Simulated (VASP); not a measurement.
# W7S13 (a cell with a defect) in VASP: further runs

W7S13 (a cell with a defect) is run at these levels: PBEsol; tasks: single point.

Everything below comes from runs of VASP 6.6.1. Logs are shortened: lines on timing, memory, paths and dates and some standing lists are left out, and cuts for length are marked.

## 1. The cell of the first run

The cell holds a defect, 20 atoms: a = 7.981 Å, b = 7.981 Å, c = 7.981 Å, α = 62.89°, β = 62.89°, γ = 62.89°.

## 2. Single point, PBEsol

INCAR

```
SYSTEM = W7S13
  PREC = Accurate
  ENCUT = 520
  EDIFF = 1E-7
  ISMEAR = 0
  SIGMA = 0.05
  LREAL = Auto
  LASPH = .TRUE.
  NELM = 80
  ALGO = Normal
  ISIF = 2
  LWAVE = .FALSE.
  LCHARG = .TRUE.
  GGA = PS
  LELF = .TRUE.
  LVHAR = .TRUE.
  NBANDS = 104
  NELECT = 174.0
```

KPOINTS

```
Automatic mesh
0
G
  3 3 3
  0 0 0
```

POSCAR

```
W7S13
1.0
    4.7214102091      0.9086358184      6.3704647762
   -3.1476068061      3.6345432736      6.3704647762
   -1.5738034030     -4.5431790920      6.3704647762
W S
7 13
Direct
    1.0012320227      1.0012320227      1.0012320227
    0.2923024798      0.1365810028      0.5692989458
    0.1365810059      0.5692990011      0.2923024213
    0.4091382069      0.7178027216      0.8713912885
    0.5692989688      0.2923025293      0.1365809302
    0.8713912533      0.4091381647      0.7178027991
    0.7178027306      0.8713912260      0.4091382605
    0.6059542700      0.6059542700      0.6059542700
    0.0347703584      0.8908901292      0.3233080382
    0.8908900724      0.3233081040      0.0347703494
    0.1816818078      0.4564048453      0.6079649740
    0.3233081213      0.0347703974      0.8908900071
    0.6079650177      0.1816817550      0.4564048544
    0.4564049377      0.6079649361      0.1816817533
    0.8691653388      0.7297428628      0.1513413314
    0.7297428502      0.1513412999      0.8691653830
    0.0164181331      0.2885892160      0.4444845903
    0.1513413440      0.8691653704      0.7297428187
    0.4444846616      0.0164181416      0.2885891363
    0.2885891447      0.4444845819      0.0164182128
```

Potentials or basis: VASP PAW PBE potentials, release 64 (W_sv, S).

On the command line:

```bash
$ cat potpaw_PBE.64/W_sv/POTCAR potpaw_PBE.64/S/POTCAR > POTCAR
$ mpirun -np 1 vasp_std > vasp.out
```

OUTCAR:

```text
SYSTEM = W7S13
   PREC = Accurate
   ENCUT = 520
   EDIFF = 1E-7
   ISMEAR = 0
   LREAL = Auto
   LASPH = .TRUE.
   NELM = 80
   ISIF = 2
   GGA = PS
   NELECT = 174.0

 ion  position               nearest neighbor table
   1  0.001  0.001  0.001-   9 2.41  10 2.41  12 2.41  16 2.41  15 2.41  18 2.41   6 3.02   4 3.02
                             7 3.02   3 3.17   5 3.17   2 3.17
   2  0.292  0.137  0.569-  13 2.40  17 2.40  12 2.41  11 2.41  19 2.41  18 2.42   6 3.08   7 3.10
                             4 3.12   3 3.16   5 3.16   1 3.17
   3  0.137  0.569  0.292-  11 2.40  20 2.40   9 2.41  14 2.41  17 2.41  15 2.42   4 3.08   6 3.10
                             7 3.12   5 3.16   2 3.16   1 3.17
   4  0.409  0.718  0.871-   8 2.27  12 2.36  18 2.36  14 2.37  20 2.37   1 3.02   3 3.08   5 3.10
                             2 3.12   7 3.40   6 3.40
   5  0.569  0.292  0.137-  14 2.40  19 2.40  10 2.41  13 2.41  20 2.41  16 2.42   7 3.08   4 3.10
                             6 3.12   3 3.16   2 3.16   1 3.17
   6  0.871  0.409  0.718-   8 2.27  10 2.36  16 2.36  11 2.37  17 2.37   1 3.02   2 3.08   3 3.10
                             5 3.12   4 3.40   7 3.40
   7  0.718  0.871  0.409-   8 2.27   9 2.36  15 2.36  13 2.37  19 2.37   1 3.02   5 3.08   2 3.10
                             3 3.12   4 3.40   6 3.40
   8  0.606  0.606  0.606-   7 2.27   4 2.27   6 2.27
   9  0.035  0.891  0.323-   7 2.36   1 2.41   3 2.41
  10  0.891  0.323  0.035-   6 2.36   1 2.41   5 2.41
  11  0.182  0.456  0.608-   6 2.37   3 2.40   2 2.41
  12  0.323  0.035  0.891-   4 2.36   1 2.41   2 2.41
  13  0.608  0.182  0.456-   7 2.37   2 2.40   5 2.41
  14  0.456  0.608  0.182-   4 2.37   5 2.40   3 2.41
  15  0.869  0.730  0.151-   7 2.36   1 2.41   3 2.42
  16  0.730  0.151  0.869-   6 2.36   1 2.41   5 2.42
  17  0.016  0.289  0.444-   6 2.37   2 2.40   3 2.41
  18  0.151  0.869  0.730-   4 2.36   1 2.41   2 2.42
  19  0.444  0.016  0.289-   7 2.37   5 2.40   2 2.41
  20  0.289  0.444  0.016-   4 2.37   3 2.40   5 2.41

  LATTYP: Found a trigonal (rhomboedric) cell.
 ALAT       =     7.9812376783
 COS(alpha) =     0.4556371144

  Lattice vectors:

 A1 = (   4.7214102091,   0.9086358184,   6.3704647762)
 A2 = (  -3.1476068061,   3.6345432736,   6.3704647762)
 A3 = (  -1.5738034030,  -4.5431790920,   6.3704647762)

Analysis of symmetry for initial positions (statically):
=====================================================================
 Subroutine PRICEL returns:
 Original cell was already a primitive cell.

 Routine SETGRP: Setting up the symmetry group for a
 trigonal (rhombohedral) supercell.

 Subroutine GETGRP returns: Found  3 space group operations
 (whereof  3 operations were pure point group operations)
 out of a pool of 12 trial point group operations.
[... 141 lines left out ...]
   TEBEG  =    0.0;   TEEND  =   0.0 temperature during run
   PSTRESS=    0.0 pullay stress
   NELECT =     174.0000    total number of electrons
   NUPDOWN=      -1.0000    fix difference up-down
   EMIN   =  10.00;   EMAX   =-10.00  energy-range for DOS
   EFERMI =   0.00;   METHOD = LEGACY
   ISMEAR =     0;   SIGMA  =   0.05  broadening in eV -4-tet -1-fermi 0-gaus
   EFERMI_NEDOS =   21; number of points for ismear=-14 and -15
   IALGO  =     38    algorithm
   IMIX   =      4    mixing-type and parameters
     AMIX     =   0.40;   BMIX     =  1.00
     AMIX_MAG =   1.60;   BMIX_MAG =  1.00
  volume/ion in A,a.u.               =      19.13       129.10
  Fermi-wavevector in a.u.,A,eV,Ry     =   1.258938  2.379048 21.564211  1.584925
  Thomas-Fermi vector in A             =   2.392523
   LORBIT       =      0    0 simple, 1 ext, 2 COOP (PROOUT), +10 PAW based schemes
   GGA     = PS    functional components
   LHFCALC =     F    Hartree Fock is set to
   AEXX    =    0.0000 exact exchange contribution
   IVDW    =     0    specifies the selected vdW correction
   LEPSILON=     F    determine dielectric tensor
   LRPA    =     F    only Hartree local field effects (RPA)
 non-spin polarized calculation
 Gauss-broadening in eV      SIGMA  =   0.05
  energy-cutoff  :      520.00
  volume of cell :      382.61
 maximum number of plane-waves:     10341
   NGX = 29   NGY = 29   NGZ = 29

 number of electron     174.0000001 magnetization

 Free energy of the ion-electron system (eV)
  ---------------------------------------------------
  ext. energy  EPLUGINS =         0.00000000
  ---------------------------------------------------
  free energy    TOTEN  =      -180.79004846 eV

  energy without entropy =     -180.78990670  energy(sigma->0) =     -180.78997758

 E-fermi :   6.0156     XC(G=0): -10.5198

 val. band max:        5.9226896309   @ k =   0.3333   0.3333   0.3333
 cond. band min:       6.1217580125   @ k =  -0.3333   0.3333  -0.0000
 fundamental gap:      0.1990683816
 Fermi energy:         6.0156142964

 k-point     1 :       0.0000    0.0000    0.0000
  band No.  band energies     occupation
      1     -68.2312      2.00000
      2     -68.2279      2.00000
      3     -68.2279      2.00000
      4     -68.0641      2.00000
      5     -68.0576      2.00000
      6     -68.0575      2.00000
[... 601 lines left out ...]
     98       8.7720      0.00000
     99       8.9110      0.00000
 [bands above 99 left out]

------------------------ aborting loop because EDIFF is reached ----------------------------------------

  FORCE on cell =-STRESS in cart. coord.  units (eV):
  Direction    XX          YY          ZZ          XY          YZ          ZX
  --------------------------------------------------------------------------------------
  -------------------------------------------------------------------------------------
  Total      -19.2579683    -19.2579683    -24.7542937      0.0000000     -0.0000000      0.0000000
  in kB      -80.6418178    -80.6418178   -103.6574162      0.0000001     -0.0000000      0.0000000
  external PRESSURE =     -88.3136839 kB  Pullay stress =       0.0000000 kB

 VOLUME and BASIS-vectors are now :
 -----------------------------------------------------------------------------
  energy-cutoff  :      520.00
  volume of cell :      382.61
      direct lattice vectors                 reciprocal lattice vectors
     4.721410209  0.908635818  6.370464776     0.136157867  0.026203594  0.052324806
    -3.147606806  3.634543274  6.370464776    -0.090771911  0.104814375  0.052324806
    -1.573803403 -4.543179092  6.370464776    -0.045385956 -0.131017969  0.052324806

 POSITION                                       TOTAL-FORCE (eV/Angst)
 -----------------------------------------------------------------------------------
      0.00000      0.00000      0.02355        -0.000000     -0.000000      0.060586
      0.05421     -1.82442      6.35889        -0.030934     -0.008226      0.041602
     -1.60710      0.86526      6.35889         0.008343      0.030903      0.041602
     -1.69905     -0.97824     12.73030         0.136794      0.080146     -0.015136
      1.55289      0.95916      6.35889         0.022591     -0.022676      0.041602
      1.69671     -0.98230     12.73031        -0.137805      0.078394     -0.015136
[... 12 lines left out ...]
      1.59273     -0.84756      4.77461         0.006127     -0.027840      0.044903
     -0.06235      1.80313      4.77461         0.021047      0.019226      0.044903
 -----------------------------------------------------------------------------------
    total drift:                               -0.000541     -0.000519     -0.004627

  FREE ENERGIE OF THE ION-ELECTRON SYSTEM (eV)
  ---------------------------------------------------
  free  energy   TOTEN  =      -180.7900484647 eV

  energy  without entropy=     -180.7899066950  energy(sigma->0) =     -180.78997758
```

stdout:

```text
POSCAR found type information on POSCAR W S
 POSCAR found :  2 types and      20 ions
 scaLAPACK will be used
 -----------------------------------------------------------------------------
|                                                                             |
|                                                                             |
|     You enforced a specific xc type in the INCAR file but a different       |
|     I HOPE YOU KNOW WHAT YOU ARE DOING!                                     |
|                                                                             |
 -----------------------------------------------------------------------------

 LDA part: xc-table for (Slater+PW92), standard interpolation
 POSCAR, INCAR and KPOINTS ok, starting setup
 FFT: planning ... GRIDC
 FFT: planning ... GRID_SOFT
 FFT: planning ... GRID
 WAVECAR not read
 entering main loop
 the old and the new charge density differ
 old charge density:   176.00000 new  174.00000
    0.728E+01
```

Wall time 16 min (1 thread of Intel Xeon 8259CL, shared host); peak memory 0.56 GiB.

Results:

* Free energy: -180.7900 eV
* Largest force: 0.639 eV/Å

Forces on the atoms (eV/Å):
```
W    0.000  0.000  0.061
W   -0.031 -0.008  0.042
W    0.008  0.031  0.042
W    0.137  0.080 -0.015
W    0.023 -0.023  0.042
W   -0.138  0.078 -0.015
W    0.001 -0.159 -0.015
S    0.000  0.000 -0.639
S   -0.034 -0.035  0.038
S   -0.013  0.047  0.038
S   -0.048  0.004  0.025
S    0.047 -0.012  0.038
S    0.020 -0.044  0.025
S    0.028  0.039  0.025
S   -0.010  0.012  0.058
S    0.015  0.003  0.058
S   -0.027  0.009  0.045
S   -0.005 -0.015  0.058
S    0.006 -0.028  0.045
S    0.021  0.019  0.045
```

Caveat: the cell carries a net charge on a neutralising background, which shifts energy and pressure; the cell is charged against a uniform background, so pressure and absolute levels hang on convention; the PAW data sets were made with another functional, which shifts forces and pressure a little; spin-orbit coupling is left out, which moves the levels of the heavy elements.

## 3. Single point, PBEsol

INCAR

```
SYSTEM = W7S13
ALGO = Normal
EDIFF = 1E-6
ENCUT = 520
GGA = PS
ISIF = 2
ISMEAR = 0
LASPH = .True.
LCHARG = .True.
LELF = .True.
LREAL = Auto
LVHAR = .True.
LWAVE = .False.
NBANDS = 104
NELECT = 174.0
NELM = 80
PREC = Accurate
SIGMA = 0.05
```

KPOINTS

```
k-points
0
Gamma
  3 3 3
  0 0 0
```

POSCAR

```
W7S13
1.0
    4.7214102091      0.9086358184      6.3704647762
   -3.1476068061      3.6345432736      6.3704647762
   -1.5738034030     -4.5431790920      6.3704647762
W S
7 13
Direct
    1.0019127161      1.0019127161      1.0019127161
    0.2888904661      0.1397220105      0.5714401449
    0.1397221081      0.5714400514      0.2888904621
    0.4337816871      0.7098137491      0.8499903454
    0.5714400474      0.2888905596      0.1397220146
    0.8499903985      0.4337816515      0.7098137317
    0.7098138322      0.8499902902      0.4337816591
    0.5815233995      0.5815233995      0.5815233995
    0.0260473623      0.8882850426      0.3288410963
    0.8882850205      0.3288411148      0.0260473659
    0.1693580841      0.4645929939      0.6077423114
    0.3288411184      0.0260473438      0.8882850390
    0.6077422890      0.1693580328      0.4645930676
    0.4645930163      0.6077423627      0.1693580104
    0.8679370374      0.7311577798      0.1566813142
    0.7311577092      0.1566812680      0.8679371542
    0.0117974880      0.2972173198      0.4444046316
    0.1566812224      0.8679370696      0.7311578394
    0.4444046222      0.0117975023      0.2972173148
    0.2972173292      0.4444046172      0.0117974930
```

Potentials or basis: VASP PAW PBE potentials, release 64 (W_sv, S).

On the command line:

```bash
$ cat potpaw_PBE.64/W_sv/POTCAR potpaw_PBE.64/S/POTCAR > POTCAR
$ mpirun -np 1 vasp_std > vasp.out
```

Wall time 14 min (1 thread of Intel Xeon 8259CL, shared host); peak memory 0.55 GiB.

It converged, with:

* Free energy: -181.1695 eV
* Largest force: 0.024 eV/Å

Forces on the atoms (eV/Å):
```
W    0.000  0.000 -0.004
W    0.002  0.002 -0.003
W    0.001 -0.003 -0.003
W    0.007  0.002  0.001
W   -0.003  0.001 -0.003
W   -0.005  0.005  0.001
W   -0.002 -0.007  0.001
S    0.000  0.000 -0.024
S    0.002 -0.002  0.020
S   -0.003 -0.001  0.020
S    0.002  0.001  0.019
S    0.001  0.003  0.020
S   -0.002  0.001  0.019
S    0.000 -0.002  0.019
S   -0.001  0.001 -0.014
S    0.001  0.000 -0.014
S    0.000  0.001 -0.014
S    0.000 -0.001 -0.014
S   -0.001  0.000 -0.014
S    0.001 -0.001 -0.014
```

Levels at points of the mesh, in eV from the Fermi level:
```tsv
k point	band 84	band 85	band 86	band 87	band 88	band 89	band 90	band 91
(0.00, 0.00, 0.00)	-0.66	-0.57	-0.57	-0.31	0.20	1.68	1.68	2.78
```

Caveat: the cell carries a net charge on a neutralising background, which shifts energy and pressure; the cell is charged against a uniform background, so pressure and absolute levels hang on convention; the PAW data sets were made with another functional, which shifts forces and pressure a little; spin-orbit coupling is left out, which moves the levels of the heavy elements.
